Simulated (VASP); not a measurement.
# Zr (Im-3m) in VASP: a series of runs, part 2 of 3

VASP 6.6.1.

**3. Electric field gradients, LDA (volume scaled by 0.98)**

INCAR

```
PREC = Accurate
ENCUT = 520
EDIFF = 1E-8
ISMEAR = -1
SIGMA = 0.03
LREAL = False
LASPH = True
NELM = 80
ALGO = Normal
ISIF = 2
LWAVE = False
LCHARG = False
LEFG = True
NBANDS = 12
```

KPOINTS

```
regular mesh
0
Gamma
  16 16 16
```

POSCAR

```
Zr
1.0
   -1.7978519830      1.7978519830      1.7978519830
    1.7978519830     -1.7978519830      1.7978519830
    1.7978519830      1.7978519830     -1.7978519830
Zr
1
Direct
    0.0000000000      0.0000000000      0.0000000000
```

Potentials or basis: VASP PAW LDA potentials, release 64 (Zr_sv).

Run with:

```console
cat potpaw_LDA.64/Zr_sv/POTCAR > POTCAR
mpirun -np 1 vasp_std > vasp.out
```

OUTCAR:

```text
PREC = Accurate
   ENCUT = 520
   EDIFF = 1E-8
   ISMEAR = -1
   LREAL = False
   LASPH = True
   NELM = 80
   ISIF = 2

 ion  position               nearest neighbor table
   1  0.000  0.000  0.000-

  LATTYP: Found a body centered cubic cell.
 ALAT       =     3.5957039660

  Lattice vectors:

 A1 = (  -1.7978519830,   1.7978519830,   1.7978519830)
 A2 = (   1.7978519830,  -1.7978519830,   1.7978519830)
 A3 = (   1.7978519830,   1.7978519830,  -1.7978519830)

Analysis of symmetry for initial positions (statically):
=====================================================================
 Subroutine PRICEL returns:
 Original cell was already a primitive cell.

 Routine SETGRP: Setting up the symmetry group for a
 body centered cubic supercell.

 Subroutine GETGRP returns: Found 48 space group operations
 (whereof 48 operations were pure point group operations)
 out of a pool of 48 trial point group operations.

The static configuration has the point symmetry O_h .

Analysis of symmetry for dynamics (positions and initial velocities):
=====================================================================
 Subroutine PRICEL returns:
 Original cell was already a primitive cell.

 Routine SETGRP: Setting up the symmetry group for a
 body centered cubic supercell.

 Subroutine GETGRP returns: Found 48 space group operations
 (whereof 48 operations were pure point group operations)
 out of a pool of 48 trial point group operations.

The dynamic configuration has the point symmetry O_h .

 Subroutine INISYM returns: Found 48 space group operations
[... 150 lines left out ...]
  band No.  band energies     occupation
      1     -39.6853      2.00000
      2     -17.3308      2.00000
      3     -17.3308      2.00000
      4     -17.3308      2.00000
      5       3.1807      2.00000
      6       9.6097      0.00000
      7       9.6097      0.00000
      8       9.6097      0.00000
      9      12.1014      0.00000
     10      12.1014      0.00000
     11      20.9643      0.00000
     12      20.9643      0.00000
[... 331 lines left out ...]
 k-point    24 :       0.2500    0.1875    0.0000
  band No.  band energies     occupation
      1     -39.5472      2.00000
      2     -18.1054      2.00000
      3     -17.6496      2.00000
      4     -17.4157      2.00000
      5       6.3354      2.00000
      6       8.0188      2.00000
      7       8.5512      0.61052
      8      11.5947      0.00000
      9      12.7520      0.00000
     10      14.1607      0.00000
     11      19.5945      0.00000
     12      21.2501      0.00000

 [... further k-points ...]
[... 5 lines left out ...]
  --------------------------------------------------------------------------------------
  -------------------------------------------------------------------------------------
  Total       -1.1746860     -1.1746860     -1.1746860      0.0000000      0.0000000      0.0000000
  in kB      -80.9674708    -80.9674708    -80.9674708      0.0000000      0.0000000      0.0000000
  external PRESSURE =     -80.9674708 kB  Pullay stress =       0.0000000 kB

 VOLUME and BASIS-vectors are now :
 -----------------------------------------------------------------------------
  energy-cutoff  :      520.00
  volume of cell :       23.24
      direct lattice vectors                 reciprocal lattice vectors
    -1.797851983  1.797851983  1.797851983     0.000000000  0.278109658  0.278109658
     1.797851983 -1.797851983  1.797851983     0.278109658  0.000000000  0.278109658
     1.797851983  1.797851983 -1.797851983     0.278109658  0.278109658  0.000000000

 POSITION                                       TOTAL-FORCE (eV/Angst)
 -----------------------------------------------------------------------------------
      0.00000      0.00000      0.00000         0.000000     -0.000000      0.000000
 -----------------------------------------------------------------------------------
    total drift:                                0.000000      0.000000     -0.000000

  FREE ENERGIE OF THE ION-ELECTRON SYSTEM (eV)
  ---------------------------------------------------
  free  energy   TOTEN  =        -9.1930847203 eV

  energy  without entropy=       -9.1870073867  energy(sigma->0) =       -9.19004605

 Electric field gradients (V/A^2)
---------------------------------------------------------------------
 ion       V_xx      V_yy      V_zz      V_xy      V_xz      V_yz
---------------------------------------------------------------------
   1       0.000    -0.000     0.000    -0.000    -0.000    -0.000
---------------------------------------------------------------------

 Electric field gradients after diagonalization (V/A^2)
 (convention: |V_zz| > |V_xx| > |V_yy|)
----------------------------------------------------------------------
 ion       V_xx      V_yy      V_zz     asymmetry (V_yy - V_xx)/ V_zz
----------------------------------------------------------------------
   1       0.000     0.000    -0.000       0.000
----------------------------------------------------------------------

           NMR quadrupolar parameters

 Cq : quadrupolar parameter    Cq=e*Q*V_zz/h
 eta: asymmetry parameters     (V_yy - V_xx)/ V_zz
 Q  : nuclear electric quadrupole moment in mb (millibarn)
----------------------------------------------------------------------
 ion       Cq(MHz)       eta       Q (mb)
----------------------------------------------------------------------
   1      -0.000       0.000       1.000
----------------------------------------------------------------------
```

OSZICAR:

```text
N       E                     dE             d eps       ncg     rms          rms(c)
DAV:   1     0.853276541176E+02    0.85328E+02   -0.68153E+03  3520   0.989E+02
DAV:   2    -0.654759983428E+01   -0.91875E+02   -0.89467E+02  4064   0.270E+02
DAV:   3    -0.948996358006E+01   -0.29424E+01   -0.28882E+01  5064   0.407E+01
DAV:   4    -0.955417971781E+01   -0.64216E-01   -0.64147E-01  4084   0.586E+00
DAV:   5    -0.955584189278E+01   -0.16622E-02   -0.16621E-02  4936   0.679E-01    0.103E+01
DAV:   6    -0.924853959978E+01    0.30730E+00   -0.38827E-01  3820   0.552E+00    0.405E+00
DAV:   7    -0.919198076403E+01    0.56559E-01   -0.17557E-01  4288   0.344E+00    0.627E-01
DAV:   8    -0.919307782997E+01   -0.10971E-02   -0.94335E-03  4100   0.111E+00    0.917E-02
DAV:   9    -0.919309083214E+01   -0.13002E-04   -0.27800E-04  4444   0.157E-01    0.182E-02
DAV:  10    -0.919308466376E+01    0.61684E-05   -0.17911E-05  3968   0.431E-02    0.108E-02
DAV:  11    -0.919308474045E+01   -0.76685E-07   -0.12864E-06  4048   0.112E-02    0.126E-03
DAV:  12    -0.919308472189E+01    0.18556E-07   -0.62162E-08  4828   0.232E-03    0.732E-04
DAV:  13    -0.919308472026E+01    0.16303E-08   -0.47542E-09  2304   0.678E-04
   1 F= -.91930847E+01 E0= -.91900461E+01  d E =-.607733E-02
```

It took 13 s on 1 thread of Intel Xeon Platinum 8488C (Sapphire Rapids), shared host; peak memory 0.15 GiB.

What came out:

```
Free energy            : -9.1931 eV
Pressure               : -8.1 GPa
Band gap on the k mesh : zero (band 6 reaches 9.61 eV, above the bottom of band 7 at 7.80 eV)
```

Caveat: the cell differs from its parent crystal (volume scaled by 0.98); without QUAD_EFG the Cq values of the log hold for a quadrupole moment of 1 mb, not for the nuclei.

**4. Electric field gradients, LDA (volume scaled by 0.98)**

INCAR

```
SYSTEM = Zr
PREC = Accurate
ENCUT = 520
EDIFF = 1E-8
ISMEAR = -1
SIGMA = 0.03
LREAL = .FALSE.
LASPH = .TRUE.
NELM = 60
ALGO = Normal
ISIF = 2
LWAVE = .FALSE.
LCHARG = .FALSE.
LEFG = .TRUE.
NBANDS = 12
```

KPOINTS

```
regular mesh
0
G
  16 16 16
  0 0 0
```

POSCAR is that of step 3.

Potentials or basis: VASP PAW LDA potentials, release 64 (Zr_sv).

Run with:

```console
cat potpaw_LDA.64/Zr_sv/POTCAR > POTCAR
mpirun -np 1 vasp_std > vasp.out
```

OUTCAR:

```text
SYSTEM = Zr
   PREC = Accurate
   ENCUT = 520
   EDIFF = 1E-8
   ISMEAR = -1
   LREAL = .FALSE.
   LASPH = .TRUE.
   NELM = 60
   ISIF = 2

 ion  position               nearest neighbor table
   1  0.000  0.000  0.000-

  LATTYP: Found a body centered cubic cell.
 ALAT       =     3.5957039660

  Lattice vectors:

 A1 = (  -1.7978519830,   1.7978519830,   1.7978519830)
 A2 = (   1.7978519830,  -1.7978519830,   1.7978519830)
 A3 = (   1.7978519830,   1.7978519830,  -1.7978519830)

Analysis of symmetry for initial positions (statically):
=====================================================================
 Subroutine PRICEL returns:
 Original cell was already a primitive cell.

 Routine SETGRP: Setting up the symmetry group for a
 body centered cubic supercell.

 Subroutine GETGRP returns: Found 48 space group operations
 (whereof 48 operations were pure point group operations)
 out of a pool of 48 trial point group operations.

The static configuration has the point symmetry O_h .

Analysis of symmetry for dynamics (positions and initial velocities):
=====================================================================
 Subroutine PRICEL returns:
 Original cell was already a primitive cell.

 Routine SETGRP: Setting up the symmetry group for a
 body centered cubic supercell.

 Subroutine GETGRP returns: Found 48 space group operations
 (whereof 48 operations were pure point group operations)
 out of a pool of 48 trial point group operations.

The dynamic configuration has the point symmetry O_h .

 Subroutine INISYM returns: Found 48 space group operations
 (whereof 48 operations are pure point group operations),
 and found     1 'primitive' translations

[... 156 lines left out ...]
      9      12.1014      0.00000
     10      12.1014      0.00000
     11      20.9643      0.00000
     12      20.9643      0.00000
[... 331 lines left out ...]
 k-point    24 :       0.2500    0.1875    0.0000
  band No.  band energies     occupation
      1     -39.5472      2.00000
      2     -18.1054      2.00000
      3     -17.6496      2.00000
      4     -17.4157      2.00000
      5       6.3354      2.00000
      6       8.0188      2.00000
      7       8.5512      0.61052
      8      11.5947      0.00000
      9      12.7520      0.00000
     10      14.1607      0.00000
     11      19.5945      0.00000
     12      21.2501      0.00000

 [... further k-points ...]
[... 5 lines left out ...]
  --------------------------------------------------------------------------------------
  -------------------------------------------------------------------------------------
  Total       -1.1746860     -1.1746860     -1.1746860      0.0000000      0.0000000      0.0000000
  in kB      -80.9674708    -80.9674708    -80.9674708      0.0000000      0.0000000      0.0000000
  external PRESSURE =     -80.9674708 kB  Pullay stress =       0.0000000 kB

 VOLUME and BASIS-vectors are now :
 -----------------------------------------------------------------------------
  energy-cutoff  :      520.00
  volume of cell :       23.24
      direct lattice vectors                 reciprocal lattice vectors
    -1.797851983  1.797851983  1.797851983     0.000000000  0.278109658  0.278109658
     1.797851983 -1.797851983  1.797851983     0.278109658  0.000000000  0.278109658
     1.797851983  1.797851983 -1.797851983     0.278109658  0.278109658  0.000000000

 POSITION                                       TOTAL-FORCE (eV/Angst)
 -----------------------------------------------------------------------------------
      0.00000      0.00000      0.00000         0.000000     -0.000000      0.000000
 -----------------------------------------------------------------------------------
    total drift:                                0.000000      0.000000     -0.000000

  FREE ENERGIE OF THE ION-ELECTRON SYSTEM (eV)
  ---------------------------------------------------
  free  energy   TOTEN  =        -9.1930847203 eV

  energy  without entropy=       -9.1870073867  energy(sigma->0) =       -9.19004605

 Electric field gradients (V/A^2)
---------------------------------------------------------------------
 ion       V_xx      V_yy      V_zz      V_xy      V_xz      V_yz
---------------------------------------------------------------------
   1       0.000    -0.000     0.000    -0.000    -0.000    -0.000
---------------------------------------------------------------------

 Electric field gradients after diagonalization (V/A^2)
 (convention: |V_zz| > |V_xx| > |V_yy|)
----------------------------------------------------------------------
 ion       V_xx      V_yy      V_zz     asymmetry (V_yy - V_xx)/ V_zz
----------------------------------------------------------------------
   1       0.000     0.000    -0.000       0.000
----------------------------------------------------------------------

           NMR quadrupolar parameters

 Cq : quadrupolar parameter    Cq=e*Q*V_zz/h
 eta: asymmetry parameters     (V_yy - V_xx)/ V_zz
 Q  : nuclear electric quadrupole moment in mb (millibarn)
----------------------------------------------------------------------
 ion       Cq(MHz)       eta       Q (mb)
----------------------------------------------------------------------
   1      -0.000       0.000       1.000
----------------------------------------------------------------------
```

stdout:

```text
POSCAR found type information on POSCAR Zr
 POSCAR found :  1 types and       1 ions
 scaLAPACK will be used
 LDA part: xc-table for (Slater(with rela. corr.)+CA(PZ))
 , standard interpolation
 POSCAR, INCAR and KPOINTS ok, starting setup
 FFT: planning ... GRIDC
 FFT: planning ... GRID_SOFT
 FFT: planning ... GRID
 WAVECAR not read
 entering main loop
ion   1
```

Run time: 14 s. Hardware: 1 thread of Intel Xeon Platinum 8488C (Sapphire Rapids), shared host; peak memory 0.15 GiB.

What came out:

- Free energy: -9.1931 eV
- Pressure: -8.1 GPa
- Band gap on the k mesh: zero (band 6 reaches 9.61 eV, above the bottom of band 7 at 7.80 eV)

Caveat: the cell differs from its parent crystal (volume scaled by 0.98); without QUAD_EFG the Cq values of the log hold for a quadrupole moment of 1 mb, not for the nuclei.

**5. Electric field gradients, LDA**

This run uses another cell than the first one, of 23.72 Å³/atom, 1.064 times its volume.

INCAR

```
PREC = Accurate
ENCUT = 520
EDIFF = 1E-8
ISMEAR = -1
SIGMA = 0.03
LREAL = F
LASPH = T
NELM = 80
ALGO = Normal
ISIF = 2
LWAVE = F
LCHARG = F
GGA = CA
LEFG = T
NBANDS = 12
```

KPOINTS

```
Automatic mesh
0
Gamma
  16 16 16
```

POSCAR

```
Zr
1.0
   -1.8100000000      1.8100000000      1.8100000000
    1.8100000000     -1.8100000000      1.8100000000
    1.8100000000      1.8100000000     -1.8100000000
Zr
1
Direct
    0.0000000000      0.0000000000      0.0000000000
```

Potentials or basis: VASP PAW LDA potentials, release 64 (Zr_sv).

Run with:

```console
cat potpaw_LDA.64/Zr_sv/POTCAR > POTCAR
mpirun -np 1 vasp_std > vasp.out
```

OUTCAR:

```text
PREC = Accurate
   ENCUT = 520
   EDIFF = 1E-8
   ISMEAR = -1
   LREAL = F
   LASPH = T
   NELM = 80
   ISIF = 2
   GGA = CA

 ion  position               nearest neighbor table
   1  0.000  0.000  0.000-

  LATTYP: Found a body centered cubic cell.
 ALAT       =     3.6200000000

  Lattice vectors:

 A1 = (  -1.8100000000,   1.8100000000,   1.8100000000)
 A2 = (   1.8100000000,  -1.8100000000,   1.8100000000)
 A3 = (   1.8100000000,   1.8100000000,  -1.8100000000)

Analysis of symmetry for initial positions (statically):
=====================================================================
 Subroutine PRICEL returns:
 Original cell was already a primitive cell.

 Routine SETGRP: Setting up the symmetry group for a
 body centered cubic supercell.
[... 540 lines left out ...]
  in kB      -94.8871968    -94.8871968    -94.8871968      0.0000000      0.0000000      0.0000000
  external PRESSURE =     -94.8871968 kB  Pullay stress =       0.0000000 kB

 VOLUME and BASIS-vectors are now :
 -----------------------------------------------------------------------------
  energy-cutoff  :      520.00
  volume of cell :       23.72
      direct lattice vectors                 reciprocal lattice vectors
    -1.810000000  1.810000000  1.810000000     0.000000000  0.276243094  0.276243094
     1.810000000 -1.810000000  1.810000000     0.276243094  0.000000000  0.276243094
     1.810000000  1.810000000 -1.810000000     0.276243094  0.276243094  0.000000000

 POSITION                                       TOTAL-FORCE (eV/Angst)
 -----------------------------------------------------------------------------------
      0.00000      0.00000      0.00000        -0.000000      0.000000      0.000000
 -----------------------------------------------------------------------------------
    total drift:                                0.000000      0.000000      0.000000

  FREE ENERGIE OF THE ION-ELECTRON SYSTEM (eV)
  ---------------------------------------------------
  free  energy   TOTEN  =        -9.1672017336 eV

  energy  without entropy=       -9.1608972045  energy(sigma->0) =       -9.16404947

 Electric field gradients (V/A^2)
---------------------------------------------------------------------
 ion       V_xx      V_yy      V_zz      V_xy      V_xz      V_yz
---------------------------------------------------------------------
   1      -0.000    -0.000    -0.000    -0.000    -0.000    -0.000
---------------------------------------------------------------------

 Electric field gradients after diagonalization (V/A^2)
 (convention: |V_zz| > |V_xx| > |V_yy|)
----------------------------------------------------------------------
 ion       V_xx      V_yy      V_zz     asymmetry (V_yy - V_xx)/ V_zz
----------------------------------------------------------------------
   1       0.000     0.000    -0.000       0.000
----------------------------------------------------------------------

           NMR quadrupolar parameters

 Cq : quadrupolar parameter    Cq=e*Q*V_zz/h
 eta: asymmetry parameters     (V_yy - V_xx)/ V_zz
 Q  : nuclear electric quadrupole moment in mb (millibarn)
----------------------------------------------------------------------
 ion       Cq(MHz)       eta       Q (mb)
----------------------------------------------------------------------
   1      -0.000       0.000       1.000
----------------------------------------------------------------------
```

Run time: 16 s. Hardware: 1 thread of Intel Xeon Platinum 8488C (Sapphire Rapids), shared host; peak memory 0.15 GiB.

What came out:

```yaml
Free_energy: -9.1672 eV
Pressure: -9.5 GPa
Band_gap_on_the_k_mesh: zero (band 6 reaches 9.38 eV, above the bottom of band 7 at 7.59 eV)
```

Caveat: without QUAD_EFG the Cq values of the log hold for a quadrupole moment of 1 mb, not for the nuclei.

[end of part 2 of 3]
